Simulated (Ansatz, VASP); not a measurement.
## Be in VASP and in Ansatz

```
CELL_PARAMETERS angstrom
2.24190 0.00000 0.00000
-1.12095 1.94155 0.00000
0.00000 0.00000 3.53800
ATOMIC_POSITIONS crystal
Be 0.33333 0.66667 0.75000
Be 0.66667 0.33333 0.25000
```

Change from the starting cell: volume scaled by 0.97.

Alike in both runs: task single point; functional PBEsol; k mesh 21 × 21 × 11; occupations fermi-dirac, width 0.05 eV; no spin polarisation.

```csv
,VASP,Ansatz
version,VASP 6.6.1,Ansatz 0.2.0
potentials or method,"VASP PAW PBE potentials, release 64 (Be), cutoff 520 eV","all-electron LAPW, scalar-relativistic"
```

VASP gave:

```
pressure (GPa)                                                : 2.6
traceless stress, the component that is largest in VASP (GPa) : 0.17
```

Question: Estimate Ansatz's values.

Answer: Pressure (GPa): 2.1; traceless stress, the component that is largest in VASP (GPa): 0.12.

VASP's potentials were made for PBE, not for PBEsol. Ansatz ran all-electron here, and VASP with PAW potentials.
